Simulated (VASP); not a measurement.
# Zr12H (a cell with a defect) in VASP: notebook

The runs below take Zr12H (a cell with a defect) through relaxation of the atoms, with PBE.

All numbers are computed with VASP 6.6.1; they aren't measurements. Logs are shortened: lines on timing, memory, paths and dates and some standing lists are left out, and cuts for length are marked.

## (1) The cell of the first run

The cell holds a defect, 13 atoms: a = 6.460 Å, b = 9.690 Å, c = 5.145 Å, α = 90.00°, β = 90.00°, γ = 120.00°.

## (2) Relaxation of the atoms, PBE

Contents of INCAR:

```
SYSTEM = Zr12H
  PREC = Accurate
  ENCUT = 520
  EDIFF = 1E-6
  ISMEAR = 0
  SIGMA = 0.05
  LREAL = .FALSE.
  LASPH = .TRUE.
  NELM = 100
  ALGO = Normal
  ISIF = 2
  LWAVE = .FALSE.
  LCHARG = .FALSE.
  GGA = PE
  IBRION = 2
  NSW = 80
  EDIFFG = -0.03
  KPAR = 4
```

Contents of KPOINTS:

```
regular mesh
0
G
  3 2 3
  0 0 0
```

Contents of POSCAR:

```
Zr12H
1.0
    6.4600000000      0.0000000000      0.0000000000
   -4.8450000000      8.3917860000      0.0000000000
    0.0000000000      0.0000000000      5.1453900000
Zr H
12 1
Direct
    0.0000000000      0.0000000000      0.0000000000
    0.1666667000      0.2222222000      0.5000000000
    0.0000000000      0.3333333000      0.0000000000
    0.1666667000      0.5555556000      0.5000000000
    0.0000000000      0.6666667000      0.0000000000
    0.1666667000      0.8888889000      0.5000000000
    0.5000000000      0.0000000000      0.0000000000
    0.6666667000      0.2222222000      0.5000000000
    0.5000000000      0.3333333000      0.0000000000
    0.6666667000      0.5555556000      0.5000000000
    0.5000000000      0.6666667000      0.0000000000
    0.6666667000      0.8888889000      0.5000000000
    0.8365635000      0.4503728000      0.7555612000
```

Potentials or basis: VASP PAW PBE potentials, release 64 (Zr_sv, H).

The run is started by

```console
$ cat potpaw_PBE.64/Zr_sv/POTCAR potpaw_PBE.64/H/POTCAR > POTCAR
$ mpirun -np 4 vasp_std > vasp.out
```

OUTCAR:

```text
SYSTEM = Zr12H
   PREC = Accurate
   ENCUT = 520
   EDIFF = 1E-6
   ISMEAR = 0
   LREAL = .FALSE.
   LASPH = .TRUE.
   NELM = 100
   ISIF = 2
   GGA = PE
   IBRION = 2
   NSW = 80
   EDIFFG = -0.03

 ion  position               nearest neighbor table
   1  0.000  0.000  0.000-   2 3.18   2 3.18  12 3.18  12 3.18   6 3.18   6 3.18   5 3.23   3 3.23
                             9 3.23  11 3.23   7 3.23   7 3.23
   2  0.167  0.222  0.500-   1 3.18   1 3.18   9 3.18   9 3.18   3 3.18   3 3.18   6 3.23  12 3.23
                             8 3.23   8 3.23  10 3.23   4 3.23
   3  0.000  0.333  0.000-  13 2.28   8 3.18   8 3.18   2 3.18   2 3.18   4 3.18   4 3.18   1 3.23
                             7 3.23   9 3.23   9 3.23  11 3.23   5 3.23
   4  0.167  0.556  0.500-  13 2.27  11 3.18  11 3.18   5 3.18   5 3.18   3 3.18   3 3.18   6 3.23
                            12 3.23  10 3.23  10 3.23   8 3.23   2 3.23
   5  0.000  0.667  0.000-  13 2.21   6 3.18   6 3.18  10 3.18  10 3.18   4 3.18   4 3.18   1 3.23
                             7 3.23  11 3.23  11 3.23   9 3.23   3 3.23
   6  0.167  0.889  0.500-   5 3.18   5 3.18   7 3.18   7 3.18   1 3.18   1 3.18   4 3.23   2 3.23
                             8 3.23  10 3.23  12 3.23  12 3.23
   7  0.500  0.000  0.000-   8 3.18   8 3.18   6 3.18   6 3.18  12 3.18  12 3.18   9 3.23  11 3.23
                             3 3.23   5 3.23   1 3.23   1 3.23
   8  0.667  0.222  0.500-  13 2.32   7 3.18   7 3.18   3 3.18   3 3.18   9 3.18   9 3.18  12 3.23
                             6 3.23   2 3.23   2 3.23   4 3.23  10 3.23
   9  0.500  0.333  0.000-  13 2.26   2 3.18   2 3.18   8 3.18   8 3.18  10 3.18  10 3.18   7 3.23
                             1 3.23   3 3.23   3 3.23   5 3.23  11 3.23
  10  0.667  0.556  0.500-  13 2.26   5 3.18   5 3.18  11 3.18  11 3.18   9 3.18   9 3.18  12 3.23
                             6 3.23   4 3.23   4 3.23   2 3.23   8 3.23
  11  0.500  0.667  0.000-  12 3.18  12 3.18   4 3.18   4 3.18  10 3.18  10 3.18   7 3.23   1 3.23
                             5 3.23   5 3.23   3 3.23   9 3.23
  12  0.667  0.889  0.500-  11 3.18  11 3.18   1 3.18   1 3.18   7 3.18   7 3.18   8 3.23  10 3.23
                             2 3.23   4 3.23   6 3.23   6 3.23
  13  0.837  0.450  0.756-   5 2.21  10 2.26   9 2.26   4 2.27   3 2.28   8 2.32

  LATTYP: Found a simple monoclinic cell.
 ALAT       =     6.4600000000
 B/A-ratio  =     0.7965000000
 C/A-ratio  =     1.3228756308
 COS(beta)  =    -0.1889822400

  Lattice vectors:

 A1 = (   6.4600000000,   0.0000000000,   0.0000000000)
 A2 = (   0.0000000000,   0.0000000000,   5.1453900000)
 A3 = (  -1.6150000000,  -8.3917860000,   0.0000000000)

Analysis of symmetry for initial positions (statically):
=====================================================================
 Subroutine PRICEL returns:
 Original cell was already a primitive cell.

 Routine SETGRP: Setting up the symmetry group for a
 simple monoclinic supercell.

 Subroutine GETGRP returns: Found  1 space group operations
 (whereof  1 operations were pure point group operations)
[... 173 lines left out ...]
 conjugate gradient relaxation of ions
 non-spin polarized calculation
 Gauss-broadening in eV      SIGMA  =   0.05
  energy-cutoff  :      520.00
  volume of cell :      278.94
 maximum number of plane-waves:      7545
   NGX = 25   NGY = 37   NGZ = 19

--------------------------------------- Ionic step        1  -------------------------------------------

 number of electron     145.0000001 magnetization

 Free energy of the ion-electron system (eV)
  ---------------------------------------------------
  ext. energy  EPLUGINS =         0.00000000
  ---------------------------------------------------
  free energy    TOTEN  =      -105.66534568 eV

  energy without entropy =     -105.62351788  energy(sigma->0) =     -105.64443178

------------------------ aborting loop because EDIFF is reached ----------------------------------------

  FORCE on cell =-STRESS in cart. coord.  units (eV):
  Direction    XX          YY          ZZ          XY          YZ          ZX
  --------------------------------------------------------------------------------------
  -------------------------------------------------------------------------------------
  Total        2.2381143      2.7638067      2.3789173      0.1067030     -0.1376948      0.0627262
  in kB       12.8554605     15.8749740     13.6642159      0.6128891     -0.7909023      0.3602920
  external PRESSURE =      14.1315501 kB  Pullay stress =       0.0000000 kB
[... 122 lines left out ...]
  FREE ENERGIE OF THE ION-ELECTRON SYSTEM (eV)
  ---------------------------------------------------
  free  energy   TOTEN  =      -105.7075343658 eV

  energy  without entropy=     -105.6704882960  energy(sigma->0) =     -105.68901133

[... ionic steps 4 to 7 ...]

--------------------------------------- Ionic step        8  -------------------------------------------

 number of electron     144.9999999 magnetization

------------------------ aborting loop because EDIFF is reached ----------------------------------------
[... 89 lines left out ...]
--------------------------------------- Ionic step       10  -------------------------------------------

 number of electron     144.9999999 magnetization

 Free energy of the ion-electron system (eV)
  ---------------------------------------------------
  ext. energy  EPLUGINS =         0.00000000
  ---------------------------------------------------
  free energy    TOTEN  =      -105.71662296 eV

  energy without entropy =     -105.68382331  energy(sigma->0) =     -105.70022313

 E-fermi :   9.0554     XC(G=0): -11.1342

 val. band max:        9.0501736117   @ k =   0.3333   0.0000   0.3333
 cond. band min:       9.0626099849   @ k =   0.3333   0.5000   0.3333
 fundamental gap:      0.0124363732
 Fermi energy:         9.0553698210

 k-point     1 :       0.0000    0.0000    0.0000
  band No.  band energies     occupation
      1     -39.7693      2.00000
      2     -39.6950      2.00000
      3     -39.6620      2.00000
      4     -39.6555      2.00000
      5     -39.6391      2.00000
      6     -39.6328      2.00000
[... 859 lines left out ...]
     83       9.7034      0.00000
     84      10.0796      0.00000
 [bands above 84 left out]

------------------------ aborting loop because EDIFF is reached ----------------------------------------

  FORCE on cell =-STRESS in cart. coord.  units (eV):
  Direction    XX          YY          ZZ          XY          YZ          ZX
  --------------------------------------------------------------------------------------
  -------------------------------------------------------------------------------------
  Total        2.1756337      2.7016560      2.6600383      0.3155870     -0.3557767     -0.0929409
  in kB       12.4965790     15.5179882     15.2789412      1.8126939     -2.0435385     -0.5338412
  external PRESSURE =      14.4311695 kB  Pullay stress =       0.0000000 kB
[... 28 lines left out ...]
  FREE ENERGIE OF THE ION-ELECTRON SYSTEM (eV)
  ---------------------------------------------------
  free  energy   TOTEN  =      -105.7166229574 eV

  energy  without entropy=     -105.6838233119  energy(sigma->0) =     -105.70022313

 reached required accuracy - stopping structural energy minimisation
```

CONTCAR:

```text
Zr12H
   1.00000000000000
     6.4600000000000000    0.0000000000000000    0.0000000000000000
    -4.8449999999999998    8.3917859999999997    0.0000000000000000
     0.0000000000000000    0.0000000000000000    5.1453899999999999
  Zr              H
    12     1
Direct
     0.0021003115780406    0.0024045605475782    0.0038788057868744
     0.1631454329196073    0.2203314769798400    0.4996599924705263
     0.0021840598222144    0.3308035901170188    0.9957561610161406
     0.1736087748182660    0.5575846917172272    0.4962805608999064
     0.0032227378217304    0.6721480780077196    0.0001532761736091
     0.1698021187930670    0.8920722332695363    0.4995141544885632
     0.4974335093555368    0.9976834307611920    0.0014696190684989
     0.6639032478270046    0.2174979761353222    0.5011771163473289
     0.4933610287388995    0.3319994100635589    0.0045583077347041
     0.6650800944332924    0.5589605290978787    0.5051092406962532
     0.5037853485130576    0.6692991225268606    0.0007936206306362
     0.6648094761520645    0.8871098188127311    0.4963080684890639
     0.8341275592272183    0.4458112819635193    0.7509022761978972

  0.00000000E+00  0.00000000E+00  0.00000000E+00
  0.00000000E+00  0.00000000E+00  0.00000000E+00
  0.00000000E+00  0.00000000E+00  0.00000000E+00
  0.00000000E+00  0.00000000E+00  0.00000000E+00
  0.00000000E+00  0.00000000E+00  0.00000000E+00
  0.00000000E+00  0.00000000E+00  0.00000000E+00
  0.00000000E+00  0.00000000E+00  0.00000000E+00
  0.00000000E+00  0.00000000E+00  0.00000000E+00
  0.00000000E+00  0.00000000E+00  0.00000000E+00
  0.00000000E+00  0.00000000E+00  0.00000000E+00
  0.00000000E+00  0.00000000E+00  0.00000000E+00
  0.00000000E+00  0.00000000E+00  0.00000000E+00
  0.00000000E+00  0.00000000E+00  0.00000000E+00
```

Wall time 6 min (4 MPI ranks of Intel Xeon Platinum 8559C (Emerald Rapids), shared host); peak memory 0.49 GiB.

What came out:

```
Free energy                  : -105.7166 eV
Energy gained by relaxing    : 3.9 meV/atom
Ionic steps                  : 10
Pressure after relaxing      : 1.4 GPa
Largest force after relaxing : 0.023 eV/Å
Band gap on the k mesh       : zero (an odd number of electrons rules out a gap without spin polarisation)
```

Forces on the atoms (eV/Å):
```
Zr   0.004  0.016 -0.001
Zr   0.007  0.004  0.004
Zr   0.001  0.009 -0.008
Zr   0.004  0.008 -0.021
Zr   0.015  0.009  0.007
Zr   0.001  0.001 -0.010
Zr  -0.002  0.000  0.011
Zr  -0.017 -0.006 -0.008
Zr  -0.002 -0.005  0.020
Zr  -0.003 -0.009  0.007
Zr  -0.004 -0.002 -0.002
Zr  -0.005 -0.013  0.004
H    0.002 -0.013 -0.004
```

The path:
```csv
step,energy change (eV),largest force (eV/Å),pressure (GPa)
1,0.0000,0.3358,1.41
2,-0.0274,0.1965,1.40
3,-0.0422,0.1255,1.43
4,-0.0463,0.0768,1.43
5,-0.0490,0.0451,1.45
6,-0.0490,0.0460,1.45
7,-0.0501,0.0358,1.45
8,-0.0506,0.0341,1.44
9,-0.0506,0.0363,1.44
10,-0.0513,0.0228,1.44
```

Final structure:
```yaml
crystal:
  lattice:
    - [6.46000, 0.00000, 0.00000]
    - [-4.84500, 8.39179, 0.00000]
    - [0.00000, 0.00000, 5.14539]
  atoms:
    - { symbol: Zr, position: [0.00210, 0.00240, 0.00388] }
    - { symbol: Zr, position: [0.16315, 0.22033, 0.49966] }
    - { symbol: Zr, position: [0.00218, 0.33080, 0.99576] }
    - { symbol: Zr, position: [0.17361, 0.55758, 0.49628] }
    - { symbol: Zr, position: [0.00322, 0.67215, 0.00015] }
    - { symbol: Zr, position: [0.16980, 0.89207, 0.49951] }
    - { symbol: Zr, position: [0.49743, 0.99768, 0.00147] }
    - { symbol: Zr, position: [0.66390, 0.21750, 0.50118] }
    - { symbol: Zr, position: [0.49336, 0.33200, 0.00456] }
    - { symbol: Zr, position: [0.66508, 0.55896, 0.50511] }
    - { symbol: Zr, position: [0.50379, 0.66930, 0.00079] }
    - { symbol: Zr, position: [0.66481, 0.88711, 0.49631] }
    - { symbol: H, position: [0.83413, 0.44581, 0.75090] }
```

Caveat: the k points lie up to 0.41 Å⁻¹ apart, too coarse for converged energies and pressures of a metal.

## (3) Relaxation of the atoms, PBE

Contents of INCAR:

```
PREC     = Accurate       # precision mode
ENCUT    = 520            # plane-wave cutoff, eV
EDIFF    = 1E-6           # SCF threshold, eV
ISMEAR   = 0              # smearing method
SIGMA    = 0.05           # smearing width, eV
LREAL    = False          # projectors in reciprocal space
LASPH    = True           # aspherical terms in the spheres
NELM     = 100            # most SCF steps
ALGO     = Normal         # electronic algorithm
ISIF     = 2              # what is computed and relaxed
LWAVE    = False          # write WAVECAR
LCHARG   = False          # write CHGCAR
GGA      = PE             # functional
IBRION   = 2              # ionic algorithm
NSW      = 80             # ionic steps
EDIFFG   = -0.03          # ionic threshold
KPAR     = 4
```

Contents of KPOINTS:

```
regular mesh
0
Gamma
  3 2 3
```

Contents of POSCAR:

```
Zr12H
1.0
    6.4600000000      0.0000000000      0.0000000000
   -4.8450000000      8.3917860000      0.0000000000
    0.0000000000      0.0000000000      5.1453900000
Zr H
12 1
Direct
    0.0000000000      0.0000000000      0.0000000000
    0.1666666700      0.2222222300      0.5000000000
    0.0000000000      0.3333333400      0.0000000000
    0.1666666700      0.5555555700      0.5000000000
    0.0000000100      0.6666666800      0.0000000000
    0.1666666800      0.8888889100      0.5000000000
    0.5000000000      0.0000000000      0.0000000000
    0.6666666700      0.2222222300      0.5000000000
    0.5000000000      0.3333333400      0.0000000000
    0.6666666700      0.5555555700      0.5000000000
    0.5000000100      0.6666666800      0.0000000000
    0.6666666800      0.8888889100      0.5000000000
    0.8310972300      0.4437557400      1.2489200500
```

Potentials or basis: VASP PAW PBE potentials, release 64 (Zr_sv, H).

The run is started by

```console
$ cat potpaw_PBE.64/Zr_sv/POTCAR potpaw_PBE.64/H/POTCAR > POTCAR
$ mpirun -np 4 vasp_std > vasp.out
```

Run time: 5.6 min. Hardware: 4 MPI ranks of Intel Xeon Platinum 8559C (Emerald Rapids), shared host; peak memory 0.49 GiB.

Results (log left out):

| Property | Result |
| --- | --- |
| Free energy | -105.7166 eV |
| Energy gained by relaxing | 3.7 meV/atom |
| Ionic steps | 9 |
| Pressure after relaxing | 1.4 GPa |
| Largest force after relaxing | 0.022 eV/Å |
| Band gap on the k mesh | zero (an odd number of electrons rules out a gap without spin polarisation) |

Forces in eV/Å, atoms in the order of the input:
```
Zr   0.003  0.014  0.001
Zr   0.000  0.004 -0.001
Zr   0.000  0.008  0.012
Zr   0.002  0.001  0.022
Zr   0.011  0.007 -0.005
Zr   0.000  0.001  0.007
Zr   0.000 -0.002 -0.007
Zr  -0.011 -0.007  0.005
Zr  -0.004 -0.001 -0.022
Zr   0.000 -0.008 -0.012
Zr  -0.001 -0.005  0.001
Zr  -0.004 -0.015 -0.002
H    0.004  0.002  0.001
```

Stress tensor (GPa, compression positive):
```
1.26 0.18 0.05
0.18 1.54 0.20
0.05 0.20 1.53
```

Step by step:
```
step  energy change (eV)  largest force (eV/Å)  pressure (GPa)
   1              0.0000                0.3418            1.41
   2             -0.0264                0.1958            1.39
   3             -0.0404                0.1234            1.43
   4             -0.0441                0.0761            1.43
   5             -0.0463                0.0383            1.44
   6             -0.0463                0.0418            1.45
   7             -0.0471                0.0335            1.44
   8             -0.0474                0.0334            1.44
   9             -0.0479                0.0222            1.44
```

Final structure:
```
Zr H
1.0
     6.46000    0.00000    0.00000
    -4.84500    8.39179    0.00000
     0.00000    0.00000    5.14539
Zr H
12 1
Direct
  0.00178 0.00183 0.99628
  0.16298 0.21986 0.50040
  0.00177 0.33021 0.00420
  0.17348 0.55737 0.50380
  0.00287 0.67159 0.00057
  0.16947 0.89155 0.50116
  0.49708 0.99727 0.99879
  0.66347 0.21723 0.49929
  0.49291 0.33144 0.99600
  0.66454 0.55858 0.49563
  0.50332 0.66894 0.99943
  0.66477 0.88699 0.50363
  0.83266 0.44423 0.24974
```

Levels at points of the mesh, in eV from the Fermi level:
```tsv
k point	band 70	band 71	band 72	band 73	band 74	band 75
(0.00, 0.00, 0.00)	-0.27	0.09	0.33	0.48	0.64	0.74
(0.00, 0.50, 0.00)	-0.10	-0.07	-0.03	0.11	0.32	0.43
```

Caveat: the k points lie up to 0.41 Å⁻¹ apart, too coarse for converged energies and pressures of a metal.
